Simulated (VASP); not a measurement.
# Pb (P6/mmm) in VASP: a series of runs

Runs on Pb. Level: PBEsol. Tasks: single point.

Program: VASP 6.6.1. These are calculated values, not measurements. Logs are shortened: lines on timing, memory, paths and dates and some standing lists are left out, and cuts for length are marked.

### 1 The cell of the first run

It takes space group P6/mmm (No. 191, hexagonal). Conventional cell: a = 5.487 Å, b = 5.487 Å, c = 3.333 Å, α = 90.00°, β = 90.00°, γ = 120.00°. Pb (site symmetry 6/mmm) has 14 Pb at 3.33 to 3.58 Å within 4.4 Å. Pb (site symmetry -6m2) has 11 Pb at 3.17 to 3.58 Å within 4.2 Å.

This isn't the form of Pb at room conditions, which is fcc.

### 2 Single point, PBEsol (28.96 Å³/atom)

File INCAR:

```
SYSTEM = Pb
PREC = Accurate
ENCUT = 520
EDIFF = 1E-6
ISMEAR = -1
SIGMA = 0.1
LREAL = .FALSE.
LASPH = .TRUE.
NELM = 100
ALGO = Normal
ISIF = 2
LWAVE = .FALSE.
LCHARG = .TRUE.
GGA = PS
LELF = .TRUE.
LVHAR = .TRUE.
NBANDS = 28
```

File KPOINTS:

```
Automatic mesh
0
G
  8 8 11
  0 0 0
```

File POSCAR:

```
Pb
1.0
    5.4865422620      0.0000000000      0.0000000000
   -2.7432711310      4.7514849778      0.0000000000
    0.0000000000      0.0000000000      3.3330254434
Pb
3
Direct
    1.0000000000      1.0000000000      0.0000000000
    0.3333333333      0.6666666667      0.5000000000
    0.6666666667      0.3333333333      0.5000000000
```

Potentials or basis: VASP PAW PBE potentials, release 64 (Pb_d).

Run with:

```sh
$ cat potpaw_PBE.64/Pb_d/POTCAR > POTCAR
$ mpirun -np 1 vasp_std > vasp.out
```

OUTCAR:

```text
SYSTEM = Pb
   PREC = Accurate
   ENCUT = 520
   EDIFF = 1E-6
   ISMEAR = -1
   LREAL = .FALSE.
   LASPH = .TRUE.
   NELM = 100
   ISIF = 2
   GGA = PS

 ion  position               nearest neighbor table
   1  0.000  0.000  0.000-   2 3.58   3 3.58   2 3.58   3 3.58   2 3.58   2 3.58   3 3.58   3 3.58
                             3 3.58   3 3.58   2 3.58   2 3.58
   2  0.333  0.667  0.500-   3 3.17   3 3.17   3 3.17   1 3.58   1 3.58   1 3.58   1 3.58   1 3.58
                             1 3.58
   3  0.667  0.333  0.500-   2 3.17   2 3.17   2 3.17   1 3.58   1 3.58   1 3.58   1 3.58   1 3.58
                             1 3.58

  LATTYP: Found a hexagonal cell.
 ALAT       =     5.4865422620
 C/A-ratio  =     0.6074910726

  Lattice vectors:

 A1 = (   5.4865422620,   0.0000000000,   0.0000000000)
 A2 = (  -2.7432711310,   4.7514849778,   0.0000000000)
 A3 = (   0.0000000000,   0.0000000000,   3.3330254434)

Analysis of symmetry for initial positions (statically):
=====================================================================
 Subroutine PRICEL returns:
 Original cell was already a primitive cell.

 Routine SETGRP: Setting up the symmetry group for a
 hexagonal supercell.

 Subroutine GETGRP returns: Found 24 space group operations
 (whereof 24 operations were pure point group operations)
 out of a pool of 24 trial point group operations.

The static configuration has the point symmetry D_6h.

Analysis of symmetry for dynamics (positions and initial velocities):
=====================================================================
 Subroutine PRICEL returns:
 Original cell was already a primitive cell.

 Routine SETGRP: Setting up the symmetry group for a
 hexagonal supercell.

 Subroutine GETGRP returns: Found 24 space group operations
 (whereof 24 operations were pure point group operations)
 out of a pool of 24 trial point group operations.

The dynamic configuration has the point symmetry D_6h.

 Subroutine INISYM returns: Found 24 space group operations
 (whereof 24 operations are pure point group operations),
 and found     1 'primitive' translations

----------------------------------------------------------------------------------------

                                     Primitive cell

  volume of cell :      86.8894

  direct lattice vectors                    reciprocal lattice vectors
     5.486542262  0.000000000  0.000000000     0.182264157  0.105230260  0.000000000
    -2.743271131  4.751484978  0.000000000     0.000000000  0.210460520  0.000000000
[... 80 lines left out ...]
   ICHARG =      2    charge: 1-file 2-atom 10-const
   ISPIN  =      1    spin polarized calculation?
   LNONCOLLINEAR =      F non collinear calculations
   LSORBIT =      F    spin-orbit coupling
   LASPH  =      T    aspherical Exc in radial PAW
   ENCUT  =  520.0 eV  38.22 Ry    6.18 a.u.  10.20 10.20  6.20*2*pi/ulx,y,z
   NELM   =    100;   NELMIN=  2; NELMDL= -5     # of ELM steps
   EDIFF  = 0.1E-05   stopping-criterion for ELM
   LREAL  =      F    real-space projection
   EDIFFG = 0.1E-04   stopping-criterion for IOM
   NSW    =      0    number of steps for IOM
   IBRION =     -1    ionic relax: 0-MD 1-quasi-New 2-CG
   NFREE  =      0    steps in history (QN), initial steepest desc. (CG)
   ISIF   =      2    stress and relaxation
   ISYM   =      2    0-nonsym 1-usesym 2-fastsym
   POTIM  = 0.5000    time-step for ionic-motion
   TEBEG  =    0.0;   TEEND  =   0.0 temperature during run
   PSTRESS=    0.0 pullay stress
   NELECT =      42.0000    total number of electrons
   NUPDOWN=      -1.0000    fix difference up-down
   EMIN   =  10.00;   EMAX   =-10.00  energy-range for DOS
   EFERMI =   0.00;   METHOD = LEGACY
   ISMEAR =    -1;   SIGMA  =   0.10  broadening in eV -4-tet -1-fermi 0-gaus
   EFERMI_NEDOS =   21; number of points for ismear=-14 and -15
   IALGO  =     38    algorithm
   IMIX   =      4    mixing-type and parameters
     AMIX     =   0.40;   BMIX     =  1.00
     AMIX_MAG =   1.60;   BMIX_MAG =  1.00
  volume/ion in A,a.u.               =      28.96       195.45
  Fermi-wavevector in a.u.,A,eV,Ry     =   1.284800  2.427921 22.459304  1.650712
  Thomas-Fermi vector in A             =   2.416973
   LORBIT       =      0    0 simple, 1 ext, 2 COOP (PROOUT), +10 PAW based schemes
   GGA     = PS    functional components
   LHFCALC =     F    Hartree Fock is set to
   AEXX    =    0.0000 exact exchange contribution
   IVDW    =     0    specifies the selected vdW correction
   LEPSILON=     F    determine dielectric tensor
   LRPA    =     F    only Hartree local field effects (RPA)
 non-spin polarized calculation
  energy-cutoff  :      520.00
  volume of cell :       86.89
 maximum number of plane-waves:      2364
 NGX is ok and might be reduce to    42
   NGX = 21   NGY = 21   NGZ = 13

 number of electron      42.0000015 magnetization

 Free energy of the ion-electron system (eV)
  ---------------------------------------------------
  ext. energy  EPLUGINS =         0.00000000
  ---------------------------------------------------
  free energy    TOTEN  =       -11.86886725 eV

  energy without entropy =      -11.83031759  energy(sigma->0) =      -11.84959242

 E-fermi :   7.5802     XC(G=0): -10.5574

 val. band max:        7.5424751136   @ k =   0.1250   0.1250   0.4545
 cond. band min:       7.6241907074   @ k =   0.0000   0.0000   0.1818
 fundamental gap:      0.0817155938
 Fermi energy:         7.5801602981

 k-point     1 :       0.0000    0.0000    0.0000
  band No.  band energies     occupation
      1      -9.6569      2.00000
      2      -9.5215      2.00000
      3      -9.4210      2.00000
      4      -9.4210      2.00000
      5      -9.3508      2.00000
      6      -9.3508      2.00000
[... 733 lines left out ...]
     27      12.4376      0.00000
     28      14.9003      0.00000

 [... further k-points ...]
[... 5 lines left out ...]
  --------------------------------------------------------------------------------------
  -------------------------------------------------------------------------------------
  Total        1.4044468      1.4044468      0.6587189      0.0000000      0.0000000     -0.0000000
  in kB       25.8969829     25.8969829     12.1463001      0.0000000      0.0000000     -0.0000000
  external PRESSURE =      21.3134220 kB  Pullay stress =       0.0000000 kB

 VOLUME and BASIS-vectors are now :
 -----------------------------------------------------------------------------
  energy-cutoff  :      520.00
  volume of cell :       86.89
      direct lattice vectors                 reciprocal lattice vectors
     5.486542262  0.000000000  0.000000000     0.182264157  0.105230260  0.000000000
    -2.743271131  4.751484978  0.000000000     0.000000000  0.210460520  0.000000000
     0.000000000  0.000000000  3.333025443     0.000000000  0.000000000  0.300027713

 POSITION                                       TOTAL-FORCE (eV/Angst)
 -----------------------------------------------------------------------------------
      0.00000      0.00000      0.00000         0.000000      0.000000      0.000000
     -0.00000      3.16766      1.66651         0.000000     -0.000000     -0.000000
      2.74327      1.58383      1.66651        -0.000000      0.000000      0.000000
 -----------------------------------------------------------------------------------
    total drift:                                0.000000      0.000000     -0.000000

  FREE ENERGIE OF THE ION-ELECTRON SYSTEM (eV)
  ---------------------------------------------------
  free  energy   TOTEN  =       -11.8688672546 eV

  energy  without entropy=      -11.8303175853  energy(sigma->0) =      -11.84959242
```

OSZICAR:

```text
N       E                     dE             d eps       ncg     rms          rms(c)
DAV:   1     0.486853656378E+03    0.48685E+03   -0.20816E+04  3360   0.185E+03
DAV:   2     0.290236549100E+02   -0.45783E+03   -0.45051E+03  3368   0.473E+02
DAV:   3    -0.104224678024E+02   -0.39446E+02   -0.38951E+02  4132   0.179E+02
DAV:   4    -0.118754502691E+02   -0.14530E+01   -0.14497E+01  4020   0.388E+01
DAV:   5    -0.119371771172E+02   -0.61727E-01   -0.61724E-01  4424   0.682E+00    0.121E+00
DAV:   6    -0.118814221243E+02    0.55755E-01   -0.94069E-02  4808   0.582E+00    0.591E-01
DAV:   7    -0.118695699326E+02    0.11852E-01   -0.82846E-02  4464   0.347E+00    0.191E-01
DAV:   8    -0.118690325136E+02    0.53742E-03   -0.88145E-03  4148   0.188E+00    0.933E-02
DAV:   9    -0.118688553617E+02    0.17715E-03   -0.66655E-04  4344   0.536E-01    0.181E-02
DAV:  10    -0.118688675722E+02   -0.12210E-04   -0.11612E-04  4308   0.108E-01    0.712E-03
DAV:  11    -0.118688672546E+02    0.31760E-06   -0.47163E-06  3436   0.256E-02
   1 F= -.11868867E+02 E0= -.11849592E+02  d E =-.385497E-01
```

stdout:

```text
POSCAR found type information on POSCAR Pb
 POSCAR found :  1 types and       3 ions
 scaLAPACK will be used
 -----------------------------------------------------------------------------
|                                                                             |
|                                                                             |
|     You enforced a specific xc type in the INCAR file but a different       |
|     I HOPE YOU KNOW WHAT YOU ARE DOING!                                     |
|                                                                             |
 -----------------------------------------------------------------------------

 LDA part: xc-table for (Slater+PW92), standard interpolation
 POSCAR, INCAR and KPOINTS ok, starting setup
 FFT: planning ... GRIDC
 FFT: planning ... GRID_SOFT
 FFT: planning ... GRID
 WAVECAR not read
 entering main loop
```

It took 2.4 min on 1 thread of Intel Xeon 8259CL, shared host; peak memory 0.28 GiB.

What came out:

* Free energy: -11.8689 eV
* Pressure: 2.1 GPa
* Band gap on the k mesh: zero (bands 21 and 22 overlap by 3.85 eV)

Stress tensor (GPa, compression positive):
```
2.59 0.00 0.00
0.00 2.59 0.00
0.00 0.00 1.21
```

Levels at points of the mesh, in eV from the Fermi level:
```
           k point  band 18  band 19  band 20  band 21  band 22  band 23  band 24  band 25
(0.00, 0.00, 0.00)    -6.97    -2.25    -2.25    -2.14    -2.14     3.03     7.10     8.17
(0.50, 0.00, 0.00)    -7.91    -4.29     0.72     0.79     3.07     3.33     4.18     5.01
```

Caveat: the PAW data sets were made with another functional, which shifts forces and pressure a little; spin-orbit coupling is left out, which moves the levels of the heavy elements.

### 3 Single point, PBEsol (30.17 Å³/atom)

This run uses another cell than the first one, of 30.17 Å³/atom.

File INCAR:

```
PREC = Accurate
ENCUT = 520
EDIFF = 1E-6
ISMEAR = -1
SIGMA = 0.1
LREAL = F
LASPH = T
NELM = 60
ALGO = Normal
ISIF = 2
LWAVE = F
LCHARG = F
GGA = PS
NBANDS = 28
```

File KPOINTS:

```
regular mesh
0
Gamma
  8 8 11
```

File POSCAR:

```
Pb
1.0
    5.5617097157      0.0000000000      0.0000000000
   -2.7808548579      4.8165819023      0.0000000000
    0.0000000000      0.0000000000      3.3786890005
Pb
3
Direct
    1.0000000000      1.0000000000      0.0000000000
    0.3333333333      0.6666666667      0.5000000000
    0.6666666667      0.3333333333      0.5000000000
```

Potentials or basis: VASP PAW PBE potentials, release 64 (Pb_d).

Run with:

```sh
$ cat potpaw_PBE.64/Pb_d/POTCAR > POTCAR
$ mpirun -np 1 vasp_std > vasp.out
```

OUTCAR:

```text
PREC = Accurate
   ENCUT = 520
   EDIFF = 1E-6
   ISMEAR = -1
   LREAL = F
   LASPH = T
   NELM = 60
   ISIF = 2
   GGA = PS

 ion  position               nearest neighbor table
   1  0.000  0.000  0.000-   2 3.63   3 3.63   2 3.63   3 3.63   3 3.63   3 3.63   2 3.63   2 3.63
                             3 3.63   3 3.63   2 3.63   2 3.63
   2  0.333  0.667  0.500-   3 3.21   3 3.21   3 3.21   1 3.63   1 3.63   1 3.63   1 3.63   1 3.63
                             1 3.63
   3  0.667  0.333  0.500-   2 3.21   2 3.21   2 3.21   1 3.63   1 3.63   1 3.63   1 3.63   1 3.63
                             1 3.63

  LATTYP: Found a hexagonal cell.
 ALAT       =     5.5617097157
 C/A-ratio  =     0.6074910726

  Lattice vectors:

 A1 = (   5.5617097157,   0.0000000000,   0.0000000000)
 A2 = (  -2.7808548579,   4.8165819023,   0.0000000000)
 A3 = (   0.0000000000,   0.0000000000,   3.3786890005)

Analysis of symmetry for initial positions (statically):
=====================================================================
 Subroutine PRICEL returns:
 Original cell was already a primitive cell.

 Routine SETGRP: Setting up the symmetry group for a
 hexagonal supercell.

 Subroutine GETGRP returns: Found 24 space group operations
 (whereof 24 operations were pure point group operations)
 out of a pool of 24 trial point group operations.

The static configuration has the point symmetry D_6h.

Analysis of symmetry for dynamics (positions and initial velocities):
=====================================================================
 Subroutine PRICEL returns:
 Original cell was already a primitive cell.

 Routine SETGRP: Setting up the symmetry group for a
 hexagonal supercell.

 Subroutine GETGRP returns: Found 24 space group operations
 (whereof 24 operations were pure point group operations)
 out of a pool of 24 trial point group operations.

[... 112 lines left out ...]
   PSTRESS=    0.0 pullay stress
   NELECT =      42.0000    total number of electrons
   NUPDOWN=      -1.0000    fix difference up-down
   EMIN   =  10.00;   EMAX   =-10.00  energy-range for DOS
   EFERMI =   0.00;   METHOD = LEGACY
   ISMEAR =    -1;   SIGMA  =   0.10  broadening in eV -4-tet -1-fermi 0-gaus
   EFERMI_NEDOS =   21; number of points for ismear=-14 and -15
   IALGO  =     38    algorithm
   IMIX   =      4    mixing-type and parameters
     AMIX     =   0.40;   BMIX     =  1.00
     AMIX_MAG =   1.60;   BMIX_MAG =  1.00
  volume/ion in A,a.u.               =      30.17       203.60
  Fermi-wavevector in a.u.,A,eV,Ry     =   1.267436  2.395107 21.856324  1.606394
  Thomas-Fermi vector in A             =   2.400584
   LORBIT       =      0    0 simple, 1 ext, 2 COOP (PROOUT), +10 PAW based schemes
   GGA     = PS    functional components
   LHFCALC =     F    Hartree Fock is set to
   AEXX    =    0.0000 exact exchange contribution
   IVDW    =     0    specifies the selected vdW correction
   LEPSILON=     F    determine dielectric tensor
   LRPA    =     F    only Hartree local field effects (RPA)
 non-spin polarized calculation
  energy-cutoff  :      520.00
  volume of cell :       90.51
 maximum number of plane-waves:      2460
 NGX is ok and might be reduce to    42
   NGX = 21   NGY = 21   NGZ = 13

 number of electron      42.0000008 magnetization

 Free energy of the ion-electron system (eV)
  ---------------------------------------------------
  ext. energy  EPLUGINS =         0.00000000
  ---------------------------------------------------
  free energy    TOTEN  =       -11.89472166 eV

  energy without entropy =      -11.85558957  energy(sigma->0) =      -11.87515562

 E-fermi :   7.1094     XC(G=0): -10.3592

 val. band max:        7.0854997813   @ k =   0.1250   0.1250   0.1818
 cond. band min:       7.1283785399   @ k =   0.2500  -0.0000   0.3636
 fundamental gap:      0.0428787586
 Fermi energy:         7.1093777471

 k-point     1 :       0.0000    0.0000    0.0000
  band No.  band energies     occupation
      1     -10.0732      2.00000
      2      -9.9425      2.00000
      3      -9.8726      2.00000
      4      -9.8726      2.00000
      5      -9.8094      2.00000
      6      -9.8094      2.00000
[... 733 lines left out ...]
     27      11.8140      0.00000
     28      14.3664      0.00000

 [... further k-points ...]
[... 5 lines left out ...]
  --------------------------------------------------------------------------------------
  -------------------------------------------------------------------------------------
  Total        0.2041155      0.2041155     -0.3942506     -0.0000000     -0.0000000      0.0000000
  in kB        3.6131931      3.6131931     -6.9789071     -0.0000000     -0.0000000      0.0000000
  external PRESSURE =       0.0824931 kB  Pullay stress =       0.0000000 kB

 VOLUME and BASIS-vectors are now :
 -----------------------------------------------------------------------------
  energy-cutoff  :      520.00
  volume of cell :       90.51
      direct lattice vectors                 reciprocal lattice vectors
     5.561709716  0.000000000  0.000000000     0.179800826  0.103808055  0.000000000
    -2.780854858  4.816581902  0.000000000     0.000000000  0.207616110  0.000000000
     0.000000000  0.000000000  3.378689001     0.000000000  0.000000000  0.295972787

 POSITION                                       TOTAL-FORCE (eV/Angst)
 -----------------------------------------------------------------------------------
      0.00000      0.00000      0.00000         0.000000      0.000000      0.000000
     -0.00000      3.21105      1.68934         0.000000      0.000000      0.000000
      2.78085      1.60553      1.68934        -0.000000     -0.000000      0.000000
 -----------------------------------------------------------------------------------
    total drift:                               -0.000000      0.000000     -0.000000

  FREE ENERGIE OF THE ION-ELECTRON SYSTEM (eV)
  ---------------------------------------------------
  free  energy   TOTEN  =       -11.8947216635 eV

  energy  without entropy=      -11.8555895707  energy(sigma->0) =      -11.87515562
```

OSZICAR:

```text
N       E                     dE             d eps       ncg     rms          rms(c)
DAV:   1     0.479708857315E+03    0.47971E+03   -0.20692E+04  3360   0.182E+03
DAV:   2     0.280771595005E+02   -0.45163E+03   -0.44461E+03  3376   0.468E+02
DAV:   3    -0.104811704961E+02   -0.38558E+02   -0.38051E+02  4088   0.176E+02
DAV:   4    -0.118944487872E+02   -0.14133E+01   -0.14074E+01  3940   0.382E+01
DAV:   5    -0.119579715563E+02   -0.63523E-01   -0.63518E-01  4408   0.694E+00    0.113E+00
DAV:   6    -0.119056986717E+02    0.52273E-01   -0.91951E-02  4860   0.581E+00    0.556E-01
DAV:   7    -0.118953483680E+02    0.10350E-01   -0.82819E-02  4396   0.343E+00    0.195E-01
DAV:   8    -0.118948700440E+02    0.47832E-03   -0.77632E-03  4124   0.170E+00    0.985E-02
DAV:   9    -0.118947125170E+02    0.15753E-03   -0.62048E-04  4344   0.427E-01    0.155E-02
DAV:  10    -0.118947219905E+02   -0.94735E-05   -0.77620E-05  4444   0.909E-02    0.698E-03
DAV:  11    -0.118947216635E+02    0.32702E-06   -0.34256E-06  3116   0.241E-02
   1 F= -.11894722E+02 E0= -.11875156E+02  d E =-.391321E-01
```

It took 2.1 min on 1 thread of Intel Xeon 8259CL, shared host; peak memory 0.28 GiB.

What came out:

| Quantity | Value |
| --- | --- |
| Free energy | -11.8947 eV |
| Pressure | 0.0 GPa |
| Band gap on the k mesh | zero (bands 21 and 22 overlap by 3.70 eV) |

Stress tensor (GPa, compression positive):
```
 0.36  0.00  0.00
 0.00  0.36  0.00
 0.00  0.00 -0.70
```

Caveat: the PAW data sets were made with another functional, which shifts forces and pressure a little; spin-orbit coupling is left out, which moves the levels of the heavy elements.

(Continued in part 2 of 2.)
